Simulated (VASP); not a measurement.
# Mg2ZnS3 (I-4m2) in VASP: notebook

Mg2ZnS3 is run at these levels: PBE, PBEsol; tasks: relaxation of cell and atoms, single point.

All numbers are computed with VASP 6.6.1; they aren't measurements. Logs are shortened: lines on timing, memory, paths and dates and some standing lists are left out, and cuts for length are marked.

### 1 The cell of the first run

The structure is tetragonal, space group I-4m2 (No. 119). Conventional cell: a = 3.964 Å, b = 3.964 Å, c = 16.876 Å, α = 90.00°, β = 90.00°, γ = 90.00°. Mg (site symmetry 2mm) has 4 S at 2.45 to 2.46 Å within 3.2 Å. Zn (site symmetry -4m2) has 4 S at 2.38 Å within 3.1 Å. Within 3.1 Å of S (site symmetry 2mm) lie 2 Zn at 2.38 Å and 2 Mg at 2.45 Å. S (site symmetry -4m2) has 4 Mg at 2.46 Å within 3.2 Å.

### 2 Relaxation of cell and atoms, PBE

The input, INCAR:

```
SYSTEM = Mg2ZnS3
PREC = Accurate
ENCUT = 600
EDIFF = 1E-6
ISMEAR = 0
SIGMA = 0.02
LREAL = .False.
LASPH = .True.
NELM = 60
ALGO = Normal
ISIF = 3
LWAVE = .False.
LCHARG = .False.
GGA = PE
IBRION = 2
NSW = 100
EDIFFG = -0.01
```

The input, KPOINTS:

```
regular mesh
0
Gamma
  8 8 8
  0 0 0
```

The input, POSCAR:

```
Mg2ZnS3
1.0
   -1.9818712000      1.9818712000      8.4380818000
    1.9818712000     -1.9818712000      8.4380818000
    1.9818712000      1.9818712000     -8.4380818000
Mg Zn S
2 1 3
Direct
    0.8361130000      0.8361130000      0.0000000000
    0.1638870000      0.1638870000      0.0000000000
    0.5000000000      0.5000000000      0.0000000000
    0.4219360000      0.9219360000      0.5000000000
    0.0780640000      0.5780640000      0.5000000000
    0.7500000000      0.2500000000      0.5000000000
```

Potentials or basis: VASP PAW PBE potentials, release 64 (Mg, Zn, S).

Run with:

```bash
$ cat potpaw_PBE.64/Mg/POTCAR potpaw_PBE.64/Zn/POTCAR potpaw_PBE.64/S/POTCAR > POTCAR
$ mpirun -np 1 vasp_std > vasp.out
```

OUTCAR:

```text
SYSTEM = Mg2ZnS3
   PREC = Accurate
   ENCUT = 600
   EDIFF = 1E-6
   ISMEAR = 0
   LREAL = .False.
   LASPH = .True.
   NELM = 60
   ISIF = 3
   GGA = PE
   IBRION = 2
   NSW = 100
   EDIFFG = -0.01

 ion  position               nearest neighbor table
   1  0.836  0.836  0.000-   4 2.45   4 2.45   6 2.46   6 2.46
   2  0.164  0.164  0.000-   5 2.45   5 2.45   6 2.46   6 2.46
   3  0.500  0.500  0.000-   5 2.38   4 2.38   5 2.38   4 2.38
   4  0.422  0.922  0.500-   3 2.38   3 2.38   1 2.45   1 2.45
   5  0.078  0.578  0.500-   3 2.38   3 2.38   2 2.45   2 2.45
   6  0.750  0.250  0.500-   1 2.46   2 2.46   1 2.46   2 2.46

  LATTYP: Found a body centered tetragonal cell.
 ALAT       =     3.9637424000
 C/A-ratio  =     4.2576337958

  Lattice vectors:

 A1 = (  -1.9818712000,   1.9818712000,   8.4380818000)
 A2 = (   1.9818712000,  -1.9818712000,   8.4380818000)
 A3 = (   1.9818712000,   1.9818712000,  -8.4380818000)

Analysis of symmetry for initial positions (statically):
=====================================================================
 Subroutine PRICEL returns:
 Original cell was already a primitive cell.

 Routine SETGRP: Setting up the symmetry group for a
 body centered tetragonal supercell.

 Subroutine GETGRP returns: Found  8 space group operations
 (whereof  8 operations were pure point group operations)
 out of a pool of 16 trial point group operations.

The static configuration has the point symmetry D_2d.

Analysis of symmetry for dynamics (positions and initial velocities):
=====================================================================
 Subroutine PRICEL returns:
 Original cell was already a primitive cell.

 Routine SETGRP: Setting up the symmetry group for a
 body centered tetragonal supercell.

 Subroutine GETGRP returns: Found  8 space group operations
 (whereof  8 operations were pure point group operations)
 out of a pool of 16 trial point group operations.

The dynamic configuration has the point symmetry D_2d.

 Subroutine INISYM returns: Found  8 space group operations
 (whereof  8 operations are pure point group operations),
 and found     1 'primitive' translations

----------------------------------------------------------------------------------------

                                     Primitive cell

  volume of cell :     132.5728

  direct lattice vectors                    reciprocal lattice vectors
    -1.981871200  1.981871200  8.438081800     0.000000000  0.252286829  0.059255173
     1.981871200 -1.981871200  8.438081800     0.252286829  0.000000000  0.059255173
     1.981871200  1.981871200 -8.438081800     0.252286829  0.252286829  0.000000000

  length of vectors
     8.891391982  8.891391982  8.891391982     0.259152117  0.259152117  0.356787455

  position of ions in fractional coordinates (direct lattice)
     0.836113000  0.836113000  0.000000000
     0.163887000  0.163887000  0.000000000
     0.500000000  0.500000000  0.000000000
     0.421936000  0.921936000  0.500000000
     0.078064000  0.578064000  0.500000000
     0.750000000  0.250000000  0.500000000

  ion indices of the primitive-cell ions
   primitive index   ion index
                 1           1
                 2           2
                 3           3
                 4           4
                 5           5
                 6           6

----------------------------------------------------------------------------------------

 KPOINTS: regular mesh

Automatic generation of k-mesh.
 Grid dimensions read from file:
 generate k-points for:    8    8    8

 Generating k-lattice:

  Cartesian coordinates                     Fractional coordinates (reciprocal lattice)
     0.000000000  0.031535854  0.007406897     0.125000000 -0.000000000  0.000000000
     0.031535854  0.000000000  0.007406897    -0.000000000  0.125000000  0.000000000
     0.031535854  0.031535854  0.000000000     0.000000000  0.000000000  0.125000000

  Length of vectors
     0.032394015  0.032394015  0.044598432

  Shift w.r.t. Gamma in fractional coordinates (k-lattice)
     0.000000000  0.000000000  0.000000000

 Subroutine IBZKPT returns following result:
 ===========================================

 Found     59 irreducible k-points:

 Following reciprocal coordinates:
            Coordinates               Weight
  0.000000  0.000000  0.000000      1.000000
  0.125000  0.000000  0.000000      8.000000
  0.250000  0.000000  0.000000      8.000000
  0.375000 -0.000000  0.000000      8.000000
  0.500000  0.000000  0.000000      4.000000
  0.125000  0.125000  0.000000      8.000000
[... 16 lines left out ...]
  0.250000  0.125000  0.125000     16.000000
  0.375000  0.125000  0.125000      8.000000
 [... further k-points ...]
   k-points           NKPTS =     59   k-points in BZ     NKDIM =     59   number of bands    NBANDS=     21
   number of dos      NEDOS =    301   number of ions     NIONS =      6
   total plane-waves  NPLWV = 373248
   dimension x,y,z NGX =    72 NGY =   72 NGZ =   72
   dimension x,y,z NGXF=   144 NGYF=  144 NGZF=  144
   ions per type =               2   1   3
   NGX,Y,Z   is equivalent  to a cutoff of  13.46, 13.46, 13.46 a.u.
   NGXF,Y,Z  is equivalent  to a cutoff of  26.92, 26.92, 26.92 a.u.
 SYSTEM =  Mg2ZnS3
   PREC   = accura    normal or accurate (medium, high low for compatibility)
   ISTART =      0    job   : 0-new  1-cont  2-samecut
   ICHARG =      2    charge: 1-file 2-atom 10-const
   ISPIN  =      1    spin polarized calculation?
   LNONCOLLINEAR =      F non collinear calculations
   LSORBIT =      F    spin-orbit coupling
   LASPH  =      T    aspherical Exc in radial PAW
   ENCUT  =  600.0 eV  44.10 Ry    6.64 a.u.  17.76 17.76 17.76*2*pi/ulx,y,z
   NELM   =     60;   NELMIN=  2; NELMDL= -5     # of ELM steps
   EDIFF  = 0.1E-05   stopping-criterion for ELM
   LREAL  =      F    real-space projection
   EDIFFG = -.1E-01   stopping-criterion for IOM
   NSW    =    100    number of steps for IOM
   IBRION =      2    ionic relax: 0-MD 1-quasi-New 2-CG
   NFREE  =      1    steps in history (QN), initial steepest desc. (CG)
   ISIF   =      3    stress and relaxation
   ISYM   =      2    0-nonsym 1-usesym 2-fastsym
   POTIM  = 0.5000    time-step for ionic-motion
   TEBEG  =    0.0;   TEEND  =   0.0 temperature during run
   PSTRESS=    0.0 pullay stress
   NELECT =      34.0000    total number of electrons
   NUPDOWN=      -1.0000    fix difference up-down
   EMIN   =  10.00;   EMAX   =-10.00  energy-range for DOS
   EFERMI =   0.00;   METHOD = LEGACY
   ISMEAR =     0;   SIGMA  =   0.02  broadening in eV -4-tet -1-fermi 0-gaus
   EFERMI_NEDOS =   21; number of points for ismear=-14 and -15
   IALGO  =     38    algorithm
   IMIX   =      4    mixing-type and parameters
     AMIX     =   0.40;   BMIX     =  1.00
     AMIX_MAG =   1.60;   BMIX_MAG =  1.00
  volume/ion in A,a.u.               =      22.10       149.11
  Fermi-wavevector in a.u.,A,eV,Ry     =   1.040119  1.965540 14.719424  1.081847
  Thomas-Fermi vector in A             =   2.174680
   LORBIT       =      0    0 simple, 1 ext, 2 COOP (PROOUT), +10 PAW based schemes
   GGA     = PE    functional components
   LHFCALC =     F    Hartree Fock is set to
   AEXX    =    0.0000 exact exchange contribution
   IVDW    =     0    specifies the selected vdW correction
   LEPSILON=     F    determine dielectric tensor
   LRPA    =     F    only Hartree local field effects (RPA)
 conjugate gradient relaxation of ions
 non-spin polarized calculation
 Gauss-broadening in eV      SIGMA  =   0.02
  energy-cutoff  :      600.00
  volume of cell :      132.57
 maximum number of plane-waves:      4444
   NGX = 35   NGY = 35   NGZ = 35

--------------------------------------- Ionic step        1  -------------------------------------------

 number of electron      34.0000006 magnetization

 Free energy of the ion-electron system (eV)
  ---------------------------------------------------
  ext. energy  EPLUGINS =         0.00000000
  ---------------------------------------------------
  free energy    TOTEN  =       -23.74759980 eV

  energy without entropy =      -23.74759980  energy(sigma->0) =      -23.74759980

------------------------ aborting loop because EDIFF is reached ----------------------------------------

  FORCE on cell =-STRESS in cart. coord.  units (eV):
  Direction    XX          YY          ZZ          XY          YZ          ZX
  --------------------------------------------------------------------------------------
  -------------------------------------------------------------------------------------
  Total       -0.0279623     -0.0279623     -0.0163299      0.0000000      0.0000000      0.0000000
  in kB       -0.3379320     -0.3379320     -0.1973512      0.0000000      0.0000000      0.0000000
  external PRESSURE =      -0.2910717 kB  Pullay stress =       0.0000000 kB
[... 65 lines left out ...]
  energy  without entropy=      -23.7476419806  energy(sigma->0) =      -23.74764198

--------------------------------------- Ionic step        3  -------------------------------------------

 number of electron      34.0000006 magnetization

 Free energy of the ion-electron system (eV)
  ---------------------------------------------------
  ext. energy  EPLUGINS =         0.00000000
  ---------------------------------------------------
  free energy    TOTEN  =       -23.74764699 eV

  energy without entropy =      -23.74764699  energy(sigma->0) =      -23.74764699

 E-fermi :   1.3831     XC(G=0):  -8.6976

 val. band max:        1.3036468089   @ k =   0.0000   0.0000   0.0000
 cond. band min:       4.0854510380   @ k =   0.0000   0.0000   0.0000
 fundamental gap:      2.7818042291
 Fermi energy:         1.3831216432

 k-point     1 :       0.0000    0.0000    0.0000
  band No.  band energies     occupation
      1     -10.5647      2.00000
      2      -9.8351      2.00000
      3      -9.7651      2.00000
      4      -4.2340      2.00000
      5      -4.2340      2.00000
      6      -4.1423      2.00000
[... 550 lines left out ...]
      5      -4.0841      2.00000
      6      -4.0591      2.00000
[... 13 lines left out ...]
     20       6.8341      0.00000
     21       7.3925      0.00000

 [... further k-points ...]

------------------------ aborting loop because EDIFF is reached ----------------------------------------

  FORCE on cell =-STRESS in cart. coord.  units (eV):
  Direction    XX          YY          ZZ          XY          YZ          ZX
  --------------------------------------------------------------------------------------
  -------------------------------------------------------------------------------------
  Total        0.0223915      0.0223915      0.0342573      0.0000000      0.0000000      0.0000000
  in kB        0.2708106      0.2708106      0.4143200      0.0000000      0.0000000      0.0000000
  external PRESSURE =       0.3186470 kB  Pullay stress =       0.0000000 kB
[... 21 lines left out ...]
  FREE ENERGIE OF THE ION-ELECTRON SYSTEM (eV)
  ---------------------------------------------------
  free  energy   TOTEN  =       -23.7476469929 eV

  energy  without entropy=      -23.7476469929  energy(sigma->0) =      -23.74764699

 reached required accuracy - stopping structural energy minimisation
```

Run time: 61 min. Hardware: 1 thread of Intel Xeon 8259CL, shared host; peak memory 0.94 GiB.

Results:

- Free energy: -23.7476 eV
- Relaxed volume: 22.08 Å³/atom
- Relaxed cell: a = 8.890 Å, b = 8.890 Å, c = 8.890 Å, α = 154.24°, β = 154.24°, γ = 36.74°
- Space group after relaxing (to 0.1 Å): I-4m2 (No. 119)
- Energy gained by relaxing: 0.0 meV/atom
- Ionic steps: 3
- Pressure after relaxing: 0.0 GPa
- Largest force after relaxing: 0.009 eV/Å
- Band gap on the k mesh: 2.78 eV

Forces on the atoms (eV/Å):
```
Mg   0.000  0.000 -0.007
Mg   0.000  0.000  0.007
Zn   0.000  0.000  0.000
S    0.000  0.000 -0.009
S    0.000  0.000  0.009
S    0.000  0.000  0.000
```

Final structure:
```
Mg Zn S
1.0
    -1.98129    1.98129    8.43665
     1.98129   -1.98129    8.43665
     1.98129    1.98129   -8.43665
Mg Zn S
2 1 3
Direct
  0.83611 0.83611 0.00000
  0.16389 0.16389 0.00000
  0.50000 0.50000 0.00000
  0.42185 0.92185 0.50000
  0.07815 0.57815 0.50000
  0.75000 0.25000 0.50000
```

### 3 Single point, PBE

The input, INCAR:

```
ALGO     = Normal         # electronic algorithm
EDIFF    = 1E-6           # SCF threshold, eV
ENCUT    = 520            # plane-wave cutoff, eV
GGA      = PE             # functional
ISIF     = 2              # what is computed and relaxed
ISMEAR   = 0              # smearing method
LASPH    = True           # aspherical terms in the spheres
LCHARG   = True           # write CHGCAR
LELF     = True           # ELF
LREAL    = False          # projectors in reciprocal space
LVHAR    = True         
LWAVE    = False          # write WAVECAR
NBANDS   = 26             # bands
NELM     = 60             # most SCF steps
PREC     = Accurate       # precision mode
SIGMA    = 0.1            # smearing width, eV
```

The input, KPOINTS:

```
k-points
0
Gamma
  6 6 6
```

POSCAR is that of step 2.

Potentials or basis: VASP PAW PBE potentials, release 64 (Mg, Zn, S).

Run with:

```bash
$ cat potpaw_PBE.64/Mg/POTCAR potpaw_PBE.64/Zn/POTCAR potpaw_PBE.64/S/POTCAR > POTCAR
$ mpirun -np 1 vasp_std > vasp.out
```

It took 5.2 min on 1 thread of Intel Xeon 6975P-C (Granite Rapids), shared host; peak memory 0.71 GiB.

Results (log left out):

* Free energy: -23.7456 eV
* Pressure: 0.0 GPa
* Largest force: 0.024 eV/Å
* Band gap on the k mesh: 2.78 eV

Forces in eV/Å, atoms in the order of the input:
```
Mg   0.000  0.000 -0.001
Mg   0.000  0.000  0.001
Zn   0.000  0.000  0.000
S    0.000  0.000 -0.024
S    0.000  0.000  0.024
S    0.000  0.000  0.000
```

Levels at points of the mesh, in eV from the valence-band top:
```csv
k point,band 13,band 14,band 15,band 16,band 17,band 18,band 19,band 20,band 21,band 22
"(0.00, 0.00, 0.00)",-0.95,-0.95,-0.01,0.00,0.00,2.78,4.34,4.43,5.06,5.85
"(0.50, 0.00, 0.00)",-1.15,-0.58,-0.51,-0.50,-0.49,4.00,5.44,5.79,6.54,6.74
"(0.50, 0.50, 0.00)",-1.85,-1.71,-1.70,-1.42,-1.39,3.68,4.80,4.82,5.04,6.37
"(0.50, 0.50, 0.50)",-0.88,-0.66,-0.66,-0.19,-0.19,3.68,3.89,4.46,5.19,6.50
```

### 4 Single point, PBE

The input, INCAR:

```
SYSTEM = Mg2ZnS3
ALGO = Normal ; EDIFF = 1E-6
ENCUT = 520 ; GGA = PE
ISIF = 2 ; ISMEAR = 0
LASPH = .TRUE. ; LCHARG = .FALSE.
LREAL = .FALSE. ; LWAVE = .FALSE.
NBANDS = 26 ; NELM = 80
PREC = Accurate ; SIGMA = 0.02
```

The input, KPOINTS:

```
k-points
0
G
  8 8 8
  0 0 0
```

POSCAR is that of step 3.

Run with:

```bash
$ cat potpaw_PBE.64/Mg/POTCAR potpaw_PBE.64/Zn/POTCAR potpaw_PBE.64/S/POTCAR > POTCAR
$ mpirun -np 1 vasp_std > vasp.out
```

It took 9.8 min on 1 thread of Intel Xeon 6975P-C (Granite Rapids), shared host; peak memory 0.79 GiB.

The run converged. Its results:

```yaml
Free_energy: -23.7468 eV
Pressure: 0.0 GPa
Largest_force: 0.024 eV/Å
Band_gap_on_the_k_mesh: 2.78 eV
```

Forces in eV/Å, atoms in the order of the input:
```
Mg   0.000  0.000 -0.001
Mg   0.000  0.000  0.001
Zn   0.000  0.000  0.000
S    0.000  0.000 -0.024
S    0.000  0.000  0.024
S    0.000  0.000  0.000
```

Levels at points of the mesh, in eV from the valence-band top:
| k point | band 15 | band 16 | band 17 | band 18 | band 19 | band 20 |
| --- | --- | --- | --- | --- | --- | --- |
| (0.00, 0.00, 0.00) | -0.01 | 0.00 | 0.00 | 2.78 | 4.34 | 4.43 |
| (0.50, 0.00, 0.00) | -0.51 | -0.50 | -0.49 | 4.00 | 5.44 | 5.79 |
| (0.50, 0.50, 0.00) | -1.70 | -1.42 | -1.39 | 3.68 | 4.80 | 4.82 |
| (0.50, 0.50, 0.50) | -0.66 | -0.19 | -0.19 | 3.68 | 3.89 | 4.47 |

### 5 Single point, PBEsol

The input, INCAR:

```
ALGO = Normal
EDIFF = 1E-7
ENCUT = 520
GGA = PS
ISIF = 2
ISMEAR = 0
LASPH = T
LCHARG = F
LREAL = F
LWAVE = F
NBANDS = 26
NELM = 60
PREC = Accurate
SIGMA = 0.02
```

The input, KPOINTS:

```
k-points
0
Gamma
  8 8 8
```

POSCAR is that of step 4.

Run with:

```bash
$ cat potpaw_PBE.64/Mg/POTCAR potpaw_PBE.64/Zn/POTCAR potpaw_PBE.64/S/POTCAR > POTCAR
$ mpirun -np 1 vasp_std > vasp.out
```

It took 9.8 min on 1 thread of Intel Xeon 6975P-C (Granite Rapids), shared host; peak memory 0.79 GiB.

It converged, with:

```yaml
Free_energy: -25.3292 eV
Pressure: -1.9 GPa
Largest_force: 0.139 eV/Å
Band_gap_on_the_k_mesh: 2.63 eV
```

Forces in eV/Å, atoms in the order of the input:
```
Mg   0.000  0.000  0.006
Mg   0.000  0.000 -0.006
Zn   0.000  0.000  0.000
S    0.000  0.000  0.139
S    0.000  0.000 -0.139
S    0.000  0.000  0.000
```

Stress tensor (GPa, compression positive):
```
-1.97  0.00  0.00
 0.00 -1.97  0.00
 0.00  0.00 -1.88
```

Levels at points of the mesh, in eV from the valence-band top:
```csv
k point,band 13,band 14,band 15,band 16,band 17,band 18,band 19,band 20,band 21,band 22
"(0.00, 0.00, 0.00)",-0.96,-0.96,-0.01,0.00,0.00,2.63,4.18,4.27,4.96,5.75
"(0.50, 0.00, 0.00)",-1.17,-0.58,-0.52,-0.51,-0.50,3.89,5.34,5.68,6.40,6.60
"(0.50, 0.50, 0.00)",-1.88,-1.75,-1.74,-1.43,-1.41,3.51,4.65,4.72,4.89,6.30
"(0.50, 0.50, 0.50)",-0.91,-0.67,-0.67,-0.19,-0.19,3.50,3.80,4.33,5.07,6.41
```

Caveat: the PAW data sets were made with another functional, which shifts forces and pressure a little. A k mesh can miss the band edges.

### 6 Overview

```csv
task,level,cell,k mesh,cutoff (eV),smearing,gap on the mesh (eV),pressure (GPa),largest force (eV/Å)
relaxation of cell and atoms,PBE,relaxed,8 × 8 × 8,600,gaussian 0.02 eV,2.78,0.0,0.01
single point,PBE,as given,6 × 6 × 6,520,gaussian 0.1 eV,2.78,0.0,0.02
single point,PBE,as given,8 × 8 × 8,520,gaussian 0.02 eV,2.78,0.0,0.02
single point,PBEsol,as given,8 × 8 × 8,520,gaussian 0.02 eV,2.63,-1.9,0.14
```

Alike in all rows: potentials or basis VASP PAW PBE potentials, release 64 (Mg, Zn, S); no spin polarisation.

On the cell as given the gap runs from 2.63 eV (PBEsol) to 2.78 eV (PBE); the meshes differ, which moves gaps too. The pressure there spans -1.9 GPa (PBEsol) to 0.0 GPa (PBE); a positive pressure means that this level wants a larger cell, a negative one a smaller.

Caveats: the PAW data sets were made with another functional, which shifts forces and pressure a little (at least some runs).

Absolute energies hang on the potentials; compare differences alone.
